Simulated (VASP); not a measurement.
# Mg2I (Pnnm) in VASP: notebook, part 2 of 2

VASP 6.6.1.

## 3. Single point, PBE

This run uses another cell than the first one, of 35.00 Å³/atom.

INCAR

```
SYSTEM = Mg2I
  PREC = Accurate
  ENCUT = 520
  EDIFF = 1E-7
  ISMEAR = 0
  SIGMA = 0.1
  LREAL = .FALSE.
  LASPH = .TRUE.
  NELM = 100
  ALGO = Normal
  ISIF = 2
  LWAVE = .FALSE.
  LCHARG = .TRUE.
  GGA = PE
  LELF = .TRUE.
  LVHAR = .TRUE.
  NBANDS = 20
```

KPOINTS

```
Automatic mesh
0
G
  4 4 4
  0 0 0
```

POSCAR

```
Mg2I
1.0
    6.4934742921      0.0000000000      0.0000000000
    0.0000000000      8.3676619337      0.0000000000
    0.0000000000      0.0000000000      3.8652468823
Mg I
4 2
Direct
    0.3614027312      0.8634644109      0.5000000000
    0.8614027312      0.6365355891      0.0000000000
    0.6385972688      0.1365355891      0.5000000000
    0.1385972688      0.3634644109      0.0000000000
    0.5000000000      0.5000000000      0.5000000000
    0.0000000000      0.0000000000      0.0000000000
```

Potentials or basis: VASP PAW PBE potentials, release 64 (Mg, I).

Command:

```console
cat potpaw_PBE.64/Mg/POTCAR potpaw_PBE.64/I/POTCAR > POTCAR
mpirun -np 1 vasp_std > vasp.out
```

OUTCAR:

```text
SYSTEM = Mg2I
   PREC = Accurate
   ENCUT = 520
   EDIFF = 1E-7
   ISMEAR = 0
   LREAL = .FALSE.
   LASPH = .TRUE.
   NELM = 100
   ISIF = 2
   GGA = PE

 ion  position               nearest neighbor table
   1  0.361  0.863  0.500-   3 2.91   5 3.17   6 3.25   6 3.25
   2  0.861  0.637  0.000-   4 2.91   6 3.17   5 3.25   5 3.25
   3  0.639  0.137  0.500-   1 2.91   5 3.17   6 3.25   6 3.25
   4  0.139  0.363  0.000-   2 2.91   6 3.17   5 3.25   5 3.25
   5  0.500  0.500  0.500-   1 3.17   3 3.17   2 3.25   4 3.25   2 3.25   4 3.25
   6  0.000  0.000  0.000-   2 3.17   4 3.17   3 3.25   1 3.25   1 3.25   3 3.25

[... 762 lines left out ...]
  Total       -0.0763232     -0.2520042     -0.2392552     -0.0000000      0.0000000      0.0000000
  in kB       -0.5822491     -1.9224715     -1.8252125     -0.0000000      0.0000000      0.0000000
  external PRESSURE =      -1.4433110 kB  Pullay stress =       0.0000000 kB

 VOLUME and BASIS-vectors are now :
 -----------------------------------------------------------------------------
  energy-cutoff  :      520.00
  volume of cell :      210.02
      direct lattice vectors                 reciprocal lattice vectors
     6.493474292  0.000000000  0.000000000     0.154000764  0.000000000  0.000000000
     0.000000000  8.367661934  0.000000000     0.000000000  0.119507696  0.000000000
     0.000000000  0.000000000  3.865246882     0.000000000  0.000000000  0.258715686

 POSITION                                       TOTAL-FORCE (eV/Angst)
 -----------------------------------------------------------------------------------
      2.34676      7.22518      1.93262         0.009034      0.004707      0.000000
      5.59350      5.32631      0.00000         0.009034     -0.004707      0.000000
      4.14671      1.14248      1.93262        -0.009034     -0.004707      0.000000
      0.89998      3.04135      0.00000        -0.009034      0.004707      0.000000
      3.24674      4.18383      1.93262         0.000000      0.000000      0.000000
      0.00000      0.00000      0.00000         0.000000      0.000000      0.000000
 -----------------------------------------------------------------------------------
    total drift:                                0.000000     -0.000000     -0.000000

  FREE ENERGIE OF THE ION-ELECTRON SYSTEM (eV)
  ---------------------------------------------------
  free  energy   TOTEN  =        -8.7599422912 eV

  energy  without entropy=       -8.7413904490  energy(sigma->0) =       -8.75066637
```

Wall time 45 s (1 thread of Intel Xeon 6975P-C (Granite Rapids), shared host); peak memory 0.34 GiB.

Results:

```yaml
Free_energy: -8.7599 eV
Pressure: -0.1 GPa
Largest_force: 0.010 eV/Å
Band_gap_on_the_k_mesh: zero (bands 11 and 12 overlap by 1.74 eV)
```

Forces on the atoms (eV/Å):
```
Mg   0.009  0.005  0.000
Mg   0.009 -0.005  0.000
Mg  -0.009 -0.005  0.000
Mg  -0.009  0.005  0.000
I    0.000  0.000  0.000
I    0.000  0.000  0.000
```

Caveat: the k points lie up to 0.41 Å⁻¹ apart, too coarse for converged energies and pressures of a metal; spin-orbit coupling is left out, which moves the levels of the heavy elements.

## 4. Relaxation of cell and atoms, PBE

INCAR

```
ALGO = Normal ; EDIFF = 1E-7
EDIFFG = -0.04 ; ENCUT = 600
GGA = PE ; IBRION = 2
ISIF = 3 ; ISMEAR = 0
LASPH = T ; LCHARG = F
LREAL = F ; LWAVE = F
NELM = 80 ; NSW = 90
PREC = Accurate ; SIGMA = 0.1
```

KPOINTS

```
k-points
0
Gamma
  4 4 4
```

POSCAR

```
Mg2I
1.0
    6.2347044521      0.0000000000      0.0000000000
    0.0000000000      6.4245432094      0.0000000000
    0.0000000000      0.0000000000      4.1964356889
Mg I
4 2
Direct
    0.2250000000      0.8250000000      0.5000000000
    0.7250000000      0.6750000000      0.0000000000
    0.7750000000      0.1750000000      0.5000000000
    0.2750000000      0.3250000000      0.0000000000
    0.5000000000      0.5000000000      0.5000000000
    0.0000000000      0.0000000000      0.0000000000
```

Command:

```console
cat potpaw_PBE.64/Mg/POTCAR potpaw_PBE.64/I/POTCAR > POTCAR
mpirun -np 1 vasp_std > vasp.out
```

Run time: 13 min. Hardware: 1 thread of Intel Xeon 6975P-C (Granite Rapids), shared host; peak memory 0.37 GiB.

It converged, with:

* Free energy: -8.7598 eV
* Relaxed volume: 34.47 Å³/atom
* Relaxed cell: a = 6.528 Å, b = 8.287 Å, c = 3.822 Å, α = 90.00°, β = 90.00°, γ = 90.00°
* Space group after relaxing (to 0.1 Å): Pnnm (No. 58)
* Energy gained by relaxing: 603.4 meV/atom
* Ionic steps: 26
* Pressure after relaxing: 0.1 GPa
* Largest force after relaxing: 0.022 eV/Å
* Band gap on the k mesh: zero (bands 11 and 12 overlap by 1.73 eV)

Forces in eV/Å, atoms in the order of the input:
```
Mg   0.022 -0.001  0.000
Mg   0.022  0.001  0.000
Mg  -0.022  0.001  0.000
Mg  -0.022 -0.001  0.000
I    0.000  0.000  0.000
I    0.000  0.000  0.000
```

Step by step:
```
step  energy change (eV)  largest force (eV/Å)  pressure (GPa)  volume (Å³)
   1              0.0000                0.5547            9.67       168.09
   2             -1.4399                0.3681            1.96       212.66
   3             -1.6084                0.3385            0.90       230.55
   4             -1.6976                0.2594           -0.30       269.27
   5             -1.7027                0.2779           -0.08       261.15
   6             -1.7299                0.2956           -0.10       260.77
   7             -1.8233                0.3467           -0.18       259.50
   8             -2.0537                0.4434           -0.37       256.45
   9             -2.5848                0.5594           -0.65       248.35
  10             -2.9320                0.3469            0.60       224.75
  11             -2.9913                0.4466           -0.24       234.65
  12             -3.0079                0.3800           -0.05       231.87
  13             -3.0574                0.2808            0.04       230.75
  14             -3.0742                0.2281            0.17       229.58
  15             -3.1326                0.1984            0.00       231.01
  16             -3.2625                0.1767           -0.40       234.71
  17             -3.2870                0.3163           -0.40       239.47
  18             -3.3165                0.2571           -0.53       237.78
  19             -3.3918                0.1229           -0.28       229.57
  20             -3.4229                0.0313            0.05       221.22
  21             -3.5117                0.1632           -0.13       216.78
  22             -3.5667                0.2733           -0.18       211.09
  23             -3.5674                0.2873           -0.17       210.08
  24             -3.5954                0.1777            0.20       204.29
  25             -3.5954                0.1811            0.19       204.46
  26             -3.6206                0.0215            0.10       206.81
```

Final structure:
```xyz
6
Lattice="6.5284 0.0000 0.0000 0.0000 8.2873 0.0000 0.0000 0.0000 3.8224" Properties=species:S:1:pos:R:3 pbc="T T T"
Mg    2.3434    7.1694    1.9112
Mg    5.6076    5.2616    3.8224
Mg    4.1850    1.1180    1.9112
Mg    0.9208    3.0257    0.0000
I     3.2642    4.1437    1.9112
I     0.0000    0.0000    0.0000
```

Levels at points of the mesh, in eV from the Fermi level:
| k point | band 8 | band 9 | band 10 | band 11 | band 12 | band 13 | band 14 | band 15 |
| --- | --- | --- | --- | --- | --- | --- | --- | --- |
| (0.00, 0.00, 0.00) | -2.87 | -2.55 | -2.44 | 0.05 | 1.04 | 1.67 | 1.71 | 2.60 |
| (0.50, 0.00, 0.00) | -2.49 | -1.62 | -1.62 | -0.09 | -0.09 | 0.89 | 0.89 | 2.89 |
| (0.00, 0.50, 0.00) | -2.50 | -2.48 | -2.48 | -0.42 | -0.42 | 1.06 | 1.06 | 3.44 |
| (0.50, 0.50, 0.00) | -2.49 | -1.57 | -1.57 | -1.06 | -1.06 | 1.52 | 1.52 | 3.00 |
| (0.00, 0.00, 0.50) | -4.13 | -1.00 | -1.00 | -0.02 | -0.02 | 0.28 | 0.28 | 1.27 |
| (0.50, 0.00, 0.50) | -4.25 | -1.87 | -1.87 | 0.23 | 0.23 | 1.19 | 1.19 | 2.62 |
| (0.00, 0.50, 0.50) | -4.12 | -0.83 | -0.83 | -0.43 | -0.43 | 0.38 | 0.38 | 1.66 |
| (0.50, 0.50, 0.50) | -4.34 | -1.32 | -1.32 | 0.44 | 0.44 | 0.86 | 0.86 | 1.29 |

Caveat: the k points lie up to 0.41 Å⁻¹ apart in the final cell, too coarse for converged energies and pressures of a metal; the volume moved by over 15 % at a fixed basis, so the end points are rough; spin-orbit coupling is left out, which moves the levels of the heavy elements.

## 5. Overview

| task | cell | cutoff (eV) | gap on the mesh (eV) | pressure (GPa) | largest force (eV/Å) |
| --- | --- | --- | --- | --- | --- |
| single point | a = 6.235, b = 6.425, c = 4.196 Å, 6 atoms, atomic positions A | 520 | none | 9.7 | 0.55 |
| single point | a = 6.493, b = 8.368, c = 3.865 Å, 6 atoms, atomic positions B | 520 | none | -0.1 | 0.01 |
| relaxation of cell and atoms | relaxed from a = 6.235, b = 6.425, c = 4.196 Å, 6 atoms, atomic positions A | 600 | none | 0.1 | 0.02 |

Alike in all rows: level PBE; potentials or basis VASP PAW PBE potentials, release 64 (Mg, I); no spin polarisation; k mesh 4 × 4 × 4; smearing gaussian 0.1 eV.

Caveats: all runs use coarse meshes; spin-orbit coupling is left out, which moves the levels of the heavy elements; the volume moved by over 15 % at a fixed basis, so the end points are rough (at least some runs).

Absolute energies hang on the potentials; compare differences alone.
